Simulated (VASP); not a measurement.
A run of VASP 6.6.1 is set up as follows.

Contents of INCAR:

```
ALGO = Normal ; EDIFF = 1E-7
ENCUT = 520 ; GGA = PE
ISIF = 2 ; ISMEAR = 0
LASPH = True ; LCHARG = False
LREAL = False ; LWAVE = False
NBANDS = 14 ; NELM = 80
PREC = Accurate ; SIGMA = 0.01
```

File KPOINTS:

```
k-points
0
Gamma
  4 4 4
```

The input POSCAR:

```
NaI
1.0
    0.0000000000      3.2943149217      3.2943149217
    3.2943149217      0.0000000000      3.2943149217
    3.2943149217      3.2943149217      0.0000000000
Na I
1 1
Direct
    0.0000000000      0.0000000000      0.0000000000
    0.5000000000      0.5000000000      0.5000000000
```

Potentials or basis: VASP PAW PBE potentials, release 64 (Na_pv, I).

Launch:

```bash
$ cat potpaw_PBE.64/Na_pv/POTCAR potpaw_PBE.64/I/POTCAR > POTCAR
$ mpirun -np 1 vasp_std > vasp.out
```

(1) Estimate the band gap on the k mesh.

(2) Predict the pressure.

## Answers

(1) 3.50 eV, direct.

(2) -0.3 GPa.

Caveat: the cell differs from its parent crystal (strain +2.0%); spin-orbit coupling is left out, which moves the levels of the heavy elements.
